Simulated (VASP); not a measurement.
# SnTe3 (Im-3m) in VASP: notebook, part 2 of 2

VASP 6.6.1. Earlier steps stand in the parts before.

## Step 3: Single point, PBE (31.04 Å³/atom)

This run uses another cell than the first one, of 31.04 Å³/atom.

Input file INCAR:

```
PREC = Accurate
ENCUT = 520
EDIFF = 1E-6
ISMEAR = 0
SIGMA = 0.1
LREAL = F
LASPH = T
NELM = 80
ALGO = Normal
ISIF = 2
LWAVE = F
LCHARG = F
GGA = PE
NBANDS = 24
```

Input file KPOINTS:

```
regular mesh
0
Gamma
  10 10 10
```

Input file POSCAR:

```
SnTe3
1.0
   -3.1428025528      3.1428025528      3.1428025528
    3.1428025528     -3.1428025528      3.1428025528
    3.1428025528      3.1428025528     -3.1428025528
Sn Te
1 3
Direct
    0.0000000000      0.0000000000      0.0000000000
    0.0000000000      0.5000000000      0.5000000000
    0.5000000000      0.0000000000      0.5000000000
    0.5000000000      0.5000000000      0.0000000000
```

Potentials or basis: VASP PAW PBE potentials, release 64 (Sn_d, Te).

Run with:

```console
cat potpaw_PBE.64/Sn_d/POTCAR potpaw_PBE.64/Te/POTCAR > POTCAR
mpirun -np 1 vasp_std > vasp.out
```

OUTCAR:

```text
PREC = Accurate
   ENCUT = 520
   EDIFF = 1E-6
   ISMEAR = 0
   LREAL = F
   LASPH = T
   NELM = 80
   ISIF = 2
   GGA = PE

 ion  position               nearest neighbor table
   1  0.000  0.000  0.000-   2 3.14   3 3.14   4 3.14   2 3.14   3 3.14   4 3.14
   2  0.000  0.500  0.500-   1 3.14   3 3.14   4 3.14   1 3.14   4 3.14   3 3.14
   3  0.500  0.000  0.500-   1 3.14   2 3.14   4 3.14   4 3.14   1 3.14   2 3.14
   4  0.500  0.500  0.000-   1 3.14   2 3.14   3 3.14   3 3.14   2 3.14   1 3.14

  LATTYP: Found a body centered cubic cell.
 ALAT       =     6.2856051056

  Lattice vectors:

 A1 = (  -3.1428025528,   3.1428025528,   3.1428025528)
 A2 = (   3.1428025528,  -3.1428025528,   3.1428025528)
 A3 = (   3.1428025528,   3.1428025528,  -3.1428025528)

Analysis of symmetry for initial positions (statically):
=====================================================================
 Subroutine PRICEL returns:
 Original cell was already a primitive cell.

 Routine SETGRP: Setting up the symmetry group for a
 body centered cubic supercell.

 Subroutine GETGRP returns: Found 48 space group operations
 (whereof 48 operations were pure point group operations)
 out of a pool of 48 trial point group operations.

The static configuration has the point symmetry O_h .

Analysis of symmetry for dynamics (positions and initial velocities):
=====================================================================
 Subroutine PRICEL returns:
 Original cell was already a primitive cell.

 Routine SETGRP: Setting up the symmetry group for a
 body centered cubic supercell.

 Subroutine GETGRP returns: Found 48 space group operations
 (whereof 48 operations were pure point group operations)
 out of a pool of 48 trial point group operations.

The dynamic configuration has the point symmetry O_h .

 Subroutine INISYM returns: Found 48 space group operations
 (whereof 48 operations are pure point group operations),
 and found     1 'primitive' translations

----------------------------------------------------------------------------------------

                                     Primitive cell

  volume of cell :     124.1685

  direct lattice vectors                    reciprocal lattice vectors
    -3.142802553  3.142802553  3.142802553     0.000000000  0.159093672  0.159093672
     3.142802553 -3.142802553  3.142802553     0.159093672  0.000000000  0.159093672
     3.142802553  3.142802553 -3.142802553     0.159093672  0.159093672  0.000000000

  length of vectors
     5.443493700  5.443493700  5.443493700     0.224992429  0.224992429  0.224992429

  position of ions in fractional coordinates (direct lattice)
     0.000000000  0.000000000  0.000000000
     0.000000000  0.500000000  0.500000000
     0.500000000  0.000000000  0.500000000
     0.500000000  0.500000000  0.000000000

  ion indices of the primitive-cell ions
   primitive index   ion index
                 1           1
                 2           2
                 3           3
                 4           4

----------------------------------------------------------------------------------------

 KPOINTS: regular mesh

Automatic generation of k-mesh.
 Grid dimensions read from file:
 generate k-points for:   10   10   10

 Generating k-lattice:

  Cartesian coordinates                     Fractional coordinates (reciprocal lattice)
     0.000000000  0.015909367  0.015909367     0.100000000  0.000000000  0.000000000
     0.015909367  0.000000000  0.015909367     0.000000000  0.100000000  0.000000000
     0.015909367  0.015909367  0.000000000     0.000000000  0.000000000  0.100000000

  Length of vectors
     0.022499243  0.022499243  0.022499243

  Shift w.r.t. Gamma in fractional coordinates (k-lattice)
     0.000000000  0.000000000  0.000000000

 Subroutine IBZKPT returns following result:
 ===========================================

 Found     47 irreducible k-points:

 Following reciprocal coordinates:
            Coordinates               Weight
  0.000000  0.000000  0.000000      1.000000
  0.100000  0.000000  0.000000     12.000000
  0.200000  0.000000  0.000000     12.000000
  0.300000  0.000000  0.000000     12.000000
  0.400000  0.000000  0.000000     12.000000
  0.500000  0.000000  0.000000      6.000000
[... 16 lines left out ...]
  0.300000  0.300000  0.100000      8.000000
 -0.300000  0.300000  0.100000     24.000000
 [... further k-points ...]
   k-points           NKPTS =     47   k-points in BZ     NKDIM =     47   number of bands    NBANDS=     24
   number of dos      NEDOS =    301   number of ions     NIONS =      4
   total plane-waves  NPLWV =  64000
   dimension x,y,z NGX =    40 NGY =   40 NGZ =   40
   dimension x,y,z NGXF=    80 NGYF=   80 NGZF=   80
   ions per type =               1   3
   NGX,Y,Z   is equivalent  to a cutoff of  12.22, 12.22, 12.22 a.u.
   NGXF,Y,Z  is equivalent  to a cutoff of  24.43, 24.43, 24.43 a.u.
 SYSTEM =  unknown system
   PREC   = accura    normal or accurate (medium, high low for compatibility)
   ISTART =      0    job   : 0-new  1-cont  2-samecut
   ICHARG =      2    charge: 1-file 2-atom 10-const
   ISPIN  =      1    spin polarized calculation?
   LNONCOLLINEAR =      F non collinear calculations
   LSORBIT =      F    spin-orbit coupling
   LASPH  =      T    aspherical Exc in radial PAW
   ENCUT  =  520.0 eV  38.22 Ry    6.18 a.u.  10.12 10.12 10.12*2*pi/ulx,y,z
   NELM   =     80;   NELMIN=  2; NELMDL= -5     # of ELM steps
   EDIFF  = 0.1E-05   stopping-criterion for ELM
   LREAL  =      F    real-space projection
   EDIFFG = 0.1E-04   stopping-criterion for IOM
   NSW    =      0    number of steps for IOM
   IBRION =     -1    ionic relax: 0-MD 1-quasi-New 2-CG
   NFREE  =      0    steps in history (QN), initial steepest desc. (CG)
   ISIF   =      2    stress and relaxation
   ISYM   =      2    0-nonsym 1-usesym 2-fastsym
   POTIM  = 0.5000    time-step for ionic-motion
   TEBEG  =    0.0;   TEEND  =   0.0 temperature during run
   PSTRESS=    0.0 pullay stress
   NELECT =      32.0000    total number of electrons
   NUPDOWN=      -1.0000    fix difference up-down
   EMIN   =  10.00;   EMAX   =-10.00  energy-range for DOS
   EFERMI =   0.00;   METHOD = LEGACY
   ISMEAR =     0;   SIGMA  =   0.10  broadening in eV -4-tet -1-fermi 0-gaus
   EFERMI_NEDOS =   21; number of points for ismear=-14 and -15
   IALGO  =     38    algorithm
   IMIX   =      4    mixing-type and parameters
     AMIX     =   0.40;   BMIX     =  1.00
     AMIX_MAG =   1.60;   BMIX_MAG =  1.00
  volume/ion in A,a.u.               =      31.04       209.48
  Fermi-wavevector in a.u.,A,eV,Ry     =   1.041808  1.968732 14.767275  1.085364
  Thomas-Fermi vector in A             =   2.176445
   LORBIT       =      0    0 simple, 1 ext, 2 COOP (PROOUT), +10 PAW based schemes
   GGA     = PE    functional components
   LHFCALC =     F    Hartree Fock is set to
   AEXX    =    0.0000 exact exchange contribution
   IVDW    =     0    specifies the selected vdW correction
   LEPSILON=     F    determine dielectric tensor
   LRPA    =     F    only Hartree local field effects (RPA)
 non-spin polarized calculation
 Gauss-broadening in eV      SIGMA  =   0.10
  energy-cutoff  :      520.00
  volume of cell :      124.17
 maximum number of plane-waves:      3367
   NGX = 21   NGY = 21   NGZ = 21

 number of electron      31.9999988 magnetization

 Free energy of the ion-electron system (eV)
  ---------------------------------------------------
  ext. energy  EPLUGINS =         0.00000000
  ---------------------------------------------------
  free energy    TOTEN  =       -13.59932331 eV

  energy without entropy =      -13.59041713  energy(sigma->0) =      -13.59487022

 E-fermi :   6.8997     XC(G=0):  -9.5187

 val. band max:        6.8736318539   @ k =   0.4000   0.1000   0.0000
 cond. band min:       6.9010512384   @ k =   0.2000   0.1000   0.1000
 fundamental gap:      0.0274193845
 Fermi energy:         6.8996801359

 k-point     1 :       0.0000    0.0000    0.0000
  band No.  band energies     occupation
      1     -14.6004      2.00000
      2     -14.6004      2.00000
      3     -14.5857      2.00000
      4     -14.5857      2.00000
      5     -14.5857      2.00000
      6      -6.5163      2.00000
[... 637 lines left out ...]
     23      11.6962      0.00000
     24      12.2906      0.00000

 [... further k-points ...]

------------------------ aborting loop because EDIFF is reached ----------------------------------------

  FORCE on cell =-STRESS in cart. coord.  units (eV):
  Direction    XX          YY          ZZ          XY          YZ          ZX
  --------------------------------------------------------------------------------------
  -------------------------------------------------------------------------------------
  Total        2.3429361      2.3429361      2.3429361     -0.0000000     -0.0000000     -0.0000000
  in kB       30.2315027     30.2315027     30.2315027     -0.0000000     -0.0000000     -0.0000000
  external PRESSURE =      30.2315027 kB  Pullay stress =       0.0000000 kB

 VOLUME and BASIS-vectors are now :
 -----------------------------------------------------------------------------
  energy-cutoff  :      520.00
  volume of cell :      124.17
      direct lattice vectors                 reciprocal lattice vectors
    -3.142802553  3.142802553  3.142802553     0.000000000  0.159093672  0.159093672
     3.142802553 -3.142802553  3.142802553     0.159093672  0.000000000  0.159093672
     3.142802553  3.142802553 -3.142802553     0.159093672  0.159093672  0.000000000

 POSITION                                       TOTAL-FORCE (eV/Angst)
 -----------------------------------------------------------------------------------
      0.00000      0.00000      0.00000         0.000000      0.000000     -0.000000
      3.14280      0.00000      0.00000        -0.000000     -0.000000      0.000000
      0.00000      3.14280      0.00000         0.000000      0.000000     -0.000000
      0.00000      0.00000      3.14280        -0.000000      0.000000     -0.000000
 -----------------------------------------------------------------------------------
    total drift:                               -0.000000      0.000000      0.000000

  FREE ENERGIE OF THE ION-ELECTRON SYSTEM (eV)
  ---------------------------------------------------
  free  energy   TOTEN  =       -13.5993233085 eV

  energy  without entropy=      -13.5904171336  energy(sigma->0) =      -13.59487022
```

OSZICAR:

```text
N       E                     dE             d eps       ncg     rms          rms(c)
DAV:   1     0.228981714421E+03    0.22898E+03   -0.13120E+04  2272   0.132E+03
DAV:   2     0.130473782394E+02   -0.21593E+03   -0.20269E+03  2320   0.337E+02
DAV:   3    -0.125091589482E+02   -0.25557E+02   -0.24452E+02  2904   0.104E+02
DAV:   4    -0.135622444270E+02   -0.10531E+01   -0.10486E+01  2560   0.223E+01
DAV:   5    -0.136016238344E+02   -0.39379E-01   -0.39376E-01  3232   0.460E+00    0.121E+01
DAV:   6    -0.135964596538E+02    0.51642E-02   -0.20577E-02  2832   0.112E+00    0.764E+00
DAV:   7    -0.135995089489E+02   -0.30493E-02   -0.27831E-02  2808   0.994E-01    0.417E-01
DAV:   8    -0.135991766193E+02    0.33233E-03   -0.22498E-03  2704   0.357E-01    0.111E-01
DAV:   9    -0.135992862872E+02   -0.10967E-03   -0.17525E-04  2504   0.792E-02    0.456E-02
DAV:  10    -0.135993193635E+02   -0.33076E-04   -0.36302E-05  2464   0.325E-02    0.129E-02
DAV:  11    -0.135993227658E+02   -0.34024E-05   -0.50438E-06  2560   0.111E-02    0.448E-03
DAV:  12    -0.135993233085E+02   -0.54267E-06   -0.84744E-07  1736   0.454E-03
   1 F= -.13599323E+02 E0= -.13594870E+02  d E =-.890617E-02
```

stdout:

```text
POSCAR found type information on POSCAR SnTe
 POSCAR found :  2 types and       4 ions
 scaLAPACK will be used
 LDA part: xc-table for (Slater+PW92), standard interpolation
 POSCAR, INCAR and KPOINTS ok, starting setup
 FFT: planning ... GRIDC
 FFT: planning ... GRID_SOFT
 FFT: planning ... GRID
 WAVECAR not read
 entering main loop
```

Run time: 3.3 min. Hardware: 1 thread of Intel Xeon 8259CL, shared host; peak memory 0.32 GiB.

What came out:

| Property | Result |
| --- | --- |
| Free energy | -13.5993 eV |
| Pressure | 3.0 GPa |
| Band gap on the k mesh | zero (bands 16 and 17 overlap by 3.64 eV) |

Levels at points of the mesh, in eV from the Fermi level:
```tsv
k point	band 12	band 13	band 14	band 15	band 16	band 17	band 18	band 19	band 20	band 21
(0.00, 0.00, 0.00)	-4.56	-3.56	-3.56	-3.56	2.06	2.06	2.06	2.20	2.20	2.20
(0.50, 0.00, 0.00)	-2.48	-1.97	-1.93	-1.90	-0.87	0.39	1.00	1.30	2.72	4.35
(0.50, 0.50, 0.50)	-5.22	-2.39	-2.39	-2.39	2.90	2.90	2.90	4.68	4.68	4.68
```

Caveat: the cell stands under pressure; spin-orbit coupling is left out, which moves the levels of the heavy elements.

## Step 4: Single point, PBE (32.03 Å³/atom)

This run uses another cell than the first one, of 32.03 Å³/atom.

Input file INCAR:

```
SYSTEM = SnTe3
PREC = Accurate
ENCUT = 520
EDIFF = 1E-7
ISMEAR = 0
SIGMA = 0.1
LREAL = .FALSE.
LASPH = .TRUE.
NELM = 80
ALGO = Normal
ISIF = 2
LWAVE = .FALSE.
LCHARG = .TRUE.
GGA = PE
LELF = .TRUE.
LVHAR = .TRUE.
NBANDS = 24
```

Input file KPOINTS:

```
Automatic mesh
0
G
  10 10 10
  0 0 0
```

Input file POSCAR:

```
SnTe3
1.0
   -3.1758871162      3.1758871162      3.1758871162
    3.1758871162     -3.1758871162      3.1758871162
    3.1758871162      3.1758871162     -3.1758871162
Sn Te
1 3
Direct
    0.0000000000      0.0000000000      0.0000000000
    0.0000000000      0.5000000000      0.5000000000
    0.5000000000      0.0000000000      0.5000000000
    0.5000000000      0.5000000000      0.0000000000
```

Run with:

```console
cat potpaw_PBE.64/Sn_d/POTCAR potpaw_PBE.64/Te/POTCAR > POTCAR
mpirun -np 1 vasp_std > vasp.out
```

It took 4.5 min on 1 thread of Intel Xeon 8259CL, shared host; peak memory 0.34 GiB.

It converged, with:

| Item | Value |
| --- | --- |
| Free energy | -13.6534 eV |
| Pressure | 1.4 GPa |
| Band gap on the k mesh | zero (bands 16 and 17 overlap by 3.51 eV) |

Levels at points of the mesh, in eV from the Fermi level:
```tsv
k point	band 13	band 14	band 15	band 16	band 17	band 18	band 19	band 20
(0.00, 0.00, 0.00)	-3.41	-3.41	-3.41	2.01	2.01	2.01	2.36	2.36
(0.50, 0.00, 0.00)	-1.90	-1.85	-1.84	-0.83	0.32	1.02	1.28	2.62
(0.50, 0.50, 0.50)	-2.29	-2.29	-2.29	2.79	2.79	2.79	4.76	4.76
```

Caveat: spin-orbit coupling is left out, which moves the levels of the heavy elements.

## Step 5: The runs side by side

| cell | gap on the mesh (eV) | pressure (GPa) |
| --- | --- | --- |
| a = 5.385 Å, angles 109.5°, 4 atoms | none | 5.0 |
| a = 5.443 Å, angles 109.5°, 4 atoms | none | 3.0 |
| a = 5.501 Å, angles 109.5°, 4 atoms | none | 1.4 |

Alike in all rows: task single point; level PBE; potentials or basis VASP PAW PBE potentials, release 64 (Sn_d, Te); no spin polarisation; k mesh 10 × 10 × 10; cutoff (eV) 520; smearing gaussian 0.1 eV.

Caveats: spin-orbit coupling is left out, which moves the levels of the heavy elements; the cell stands under pressure (at least some runs).

Absolute energies hang on the potentials; compare differences alone.
